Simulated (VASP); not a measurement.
Set up this calculation in VASP 6.6.1, as the native input.

```yaml
Task: single point
Functional: r2SCAN
Potentials_or_basis: VASP PAW PBE potentials, release 64 (Rb_sv)
Cutoff: 550 eV
k_mesh: 11 × 11 × 11
Occupations: fermi-dirac, width 0.1 eV
Spin: no spin polarisation
Dipole_correction: no
Further_INCAR_settings: ALGO = Normal; EDIFF = 1e-06; NBANDS = 10
```

Rb:

```
Rb
1.0
     4.62183    0.00000    0.00000
     0.00000    4.62183    0.00000
     0.00000    0.00000    4.62183
Rb
1
Direct
  0.00000 0.00000 0.00000
```

The input as run:

POSCAR

```
Rb
1.0
    4.6218321144      0.0000000000      0.0000000000
    0.0000000000      4.6218321144      0.0000000000
    0.0000000000      0.0000000000      4.6218321144
Rb
1
Direct
    0.0000000000      0.0000000000      0.0000000000
```

INCAR.step1

```
  PREC = Accurate
  ENCUT = 550
  ISMEAR = -1
  SIGMA = 0.1
  LREAL = False
  LASPH = True
  NELM = 120
  NBANDS = 10
  GGA = PE
  ALGO = Normal
  EDIFF = 1E-5
  LWAVE = True
  LCHARG = False
  GGA_COMPAT = False
```

INCAR.step2

```
  PREC = Accurate
  ENCUT = 550
  EDIFF = 1E-6
  ISMEAR = -1
  SIGMA = 0.1
  LREAL = False
  LASPH = True
  NELM = 120
  ALGO = Normal
  ISIF = 2
  LWAVE = False
  LCHARG = False
  METAGGA = R2SCAN
  LMIXTAU = True
  NBANDS = 10
  ISTART = 1
  GGA_COMPAT = False
```

KPOINTS

```
regular mesh
0
Gamma
  11 11 11
```

Potentials or basis: VASP PAW PBE potentials, release 64 (Rb_sv).

Launch:

```bash
$ cat potpaw_PBE.64/Rb_sv/POTCAR > POTCAR
$ cp INCAR.step1 INCAR
$ mpirun -np 1 vasp_std > vasp.out
$ cp INCAR.step2 INCAR
$ mpirun -np 1 vasp_std > vasp.out
```

Results of the run:

```json
{"Pressure": "0.0 GPa"}
```

Caveat: the PAW data sets were made with another functional, which shifts forces and pressure a little.

Run time: 4.9 min on 1 thread of AMD EPYC 7R43 64-Core Processor (Zen 3), on a shared host, peak memory 0.22 GiB.
